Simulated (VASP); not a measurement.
The system is KNbO3.

```
K Nb O
1.0
     4.01297    0.00000    0.00000
     0.00000    4.01297    0.00000
     0.00000    0.00000    4.11029
K Nb O
1 1 3
Direct
  0.50000 0.50000 0.49995
  0.00000 0.00000 0.01492
  0.50000 0.00000 0.97414
  0.00000 0.50000 0.97414
  0.00000 0.00000 0.47165
```

Base run:

| Item | Value |
| --- | --- |
| Program | VASP 6.6.1 |
| Functional | PBE |
| Potentials or basis | VASP PAW PBE potentials, release 64 (K_sv, Nb_sv, O) |
| Cutoff | 600 eV |
| k mesh | 4 × 4 × 4 |
| Occupations | gaussian, width 0.1 eV |
| Spin | no spin polarisation |

Its results: pressure -0.6 GPa; largest force 0.390 eV/Å.

**Question.** After a change of settings the same cell gave: pressure 3.4 GPa; largest force 8.425 eV/Å. Which change was it?
A. k mesh from 4 × 4 × 4, through Γ to 3 × 3 × 1, shifted; further incar settings from ALGO = Normal; EDIFF = 1e-06; NBANDS = 28 to ALGO = Normal; EDIFF = 1e-06; NBANDS = 28; ISYM = 0
B. dispersion from none to D3(BJ)
C. k mesh from 4 × 4 × 4, through Γ to 1 × 1 × 1, shifted
D. occupations from gaussian, width 0.1 eV to methfessel-paxton, width 0.213 eV

**Answer.** C.

Caveats: some runs use coarse meshes; forces of over 1 eV/Å act on the atoms, so gaps and moduli don't describe the material at rest (at least some runs).
